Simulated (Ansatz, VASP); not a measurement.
**One calculation of P2Se2O, two programs**

The input INCAR:

```
SYSTEM = P2Se2O
PREC = Accurate ; ENCUT = 600
EDIFF = 1E-6 ; ISMEAR = 0
SIGMA = 0.1 ; LREAL = .FALSE.
LASPH = .TRUE. ; NELM = 100
ALGO = Normal ; ISIF = 3
LWAVE = .FALSE. ; LCHARG = .FALSE.
GGA = PE ; IVDW = 12
IBRION = 2 ; NSW = 100
EDIFFG = -0.01
```

The input KPOINTS:

```
regular mesh
0
G
  10 10 10
  0 0 0
```

The input POSCAR:

```
P2Se2O
1.0
   -2.5641581704      2.5641581704      3.2101477882
    2.5641581704     -2.5641581704      3.2101477882
    2.5641581704      2.5641581704     -3.2101477882
P Se O
2 2 1
Direct
    0.7500000000      0.2500000000      0.5000000000
    0.2500000000      0.7500000000      0.5000000000
    0.2972718294      0.2972718294      0.0000000000
    0.7027281706      0.7027281706      0.0000000000
    0.0000000000      0.0000000000      0.0000000000
```

Input for Ansatz:

```yaml
crystal:
  lattice:
    - [-2.5641581704, 2.5641581704, 3.2101477882]
    - [2.5641581704, -2.5641581704, 3.2101477882]
    - [2.5641581704, 2.5641581704, -3.2101477882]
  atoms:
    - { symbol: P, position: [0.75, 0.25, 0.5] }
    - { symbol: P, position: [0.25, 0.75, 0.5] }
    - { symbol: Se, position: [0.2972718294, 0.2972718294, 0.0] }
    - { symbol: Se, position: [0.7027281706, 0.7027281706, 0.0] }
    - { symbol: O, position: [0.0, 0.0, 0.0] }
basis:
  ecutwfc: 420
kpoints:
  mp_grid: { grid: [10, 10, 10] }
hamiltonian:
  xc: pbe
  dispersion: d3bj
scf:
  occupations: { method: gaussian, width: 0.1 }
output:
  forces: true
  stress: true
  eigenvalues: true
relax:
  adjacent_minimum: "off"
  f_tol: 0.01
  max_steps: 80
  cell: { stress_tol: 0.05 }
```

Change from the starting cell: species swapped into the NdSi2Pt2 type (I4/mmm, No. 139).

Alike in both runs: task relaxation of cell and atoms; functional PBE; dispersion D3(BJ); k mesh 10 × 10 × 10; occupations gaussian, width 0.1 eV; no spin polarisation.

```csv
,VASP,Ansatz
version,VASP 6.6.1,Ansatz 0.2.0
potentials or method,"VASP PAW PBE potentials, release 64 (P, Se, O), cutoff 600 eV","scalar-relativistic, plane waves, PAW"
valence electrons in the cell,28,48
```

```csv
,VASP,Ansatz,Ansatz less VASP
"gap on the k mesh at the Fermi level, each at its own relaxed structure (eV)",none,none,-
relaxed volume (Å³/atom),16.98,16.98,0.000
relaxed length of the cell vector where the two differ most in proportion (Å),4.856,4.855,-0.0008
```

A gap of «none» marks a metal or a gap that the smearing closes. VASP's potentials hold 28 valence electrons a cell and Ansatz's 48, so a difference there can come from the potentials and not from the codes.
